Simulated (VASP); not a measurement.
Crystal: TeAs.

```xyz
2
Lattice="3.3800 0.0000 0.0000 0.0000 3.3800 0.0000 0.0000 0.0000 4.5630" Properties=species:S:1:pos:R:3 pbc="T T T"
Te    0.0000    0.0000    0.0000
As    1.6900    1.6900    2.2815
```

* Program: VASP 6.6.1
* Task: relaxation of cell and atoms
* Functional: LDA
* Potentials or basis: VASP PAW LDA potentials, release 64 (Te, As)
* Cutoff: 600 eV
* k mesh: 7 × 7 × 5
* Occupations: fermi-dirac, width 0.02 eV
* Spin: no spin polarisation

At the start: pressure -8.7 GPa; volume 26.06 Å³/atom.

Task: How do energy, volume and symmetry change on relaxing?

Result: Over 16 steps the energy falls by 268.8 meV/atom and the volume is 22.12 Å³/atom (-15.1 %); space group P4/mmm (No. 123, to 0.05 Å).

The path:
| step | energy change (eV) | largest force (eV/Å) | pressure (GPa) | volume (Å³) |
| --- | --- | --- | --- | --- |
| 1 | 0.0000 | 0.0000 | -8.69 | 52.13 |
| 2 | -0.2206 | 0.0000 | 4.37 | 42.16 |
| 3 | -0.2471 | 0.0000 | 0.39 | 44.31 |
| 4 | -0.2472 | 0.0000 | 0.15 | 44.46 |
| 5 | -0.2557 | 0.0000 | 0.05 | 44.49 |
| 6 | -0.2842 | 0.0000 | -0.47 | 44.53 |
| 7 | -0.3869 | 0.0000 | -0.64 | 44.47 |
| 8 | -0.5345 | 0.0000 | 0.95 | 43.70 |
| 9 | -0.5331 | 0.0000 | 0.04 | 43.96 |
| 10 | -0.5351 | 0.0000 | 0.49 | 43.84 |
| 11 | -0.5365 | 0.0000 | 0.74 | 43.78 |
| 12 | -0.5135 | 0.0000 | -3.22 | 46.34 |
| 13 | -0.5375 | 0.0000 | 0.02 | 44.23 |
| 14 | -0.5375 | 0.0000 | 0.06 | 44.21 |
| 15 | -0.5371 | 0.0000 | -0.16 | 44.30 |
| 16 | -0.5375 | 0.0000 | 0.00 | 44.23 |

Final structure:
```
Te As
1.0
     3.56213    0.00000    0.00000
     0.00000    3.56213    0.00000
     0.00000    0.00000    3.48597
Te As
1 1
Direct
  0.00000 0.00000 0.00000
  0.50000 0.50000 0.50000
```

Caveat: the volume moved by over 15 % at a fixed basis, so the end points are rough.
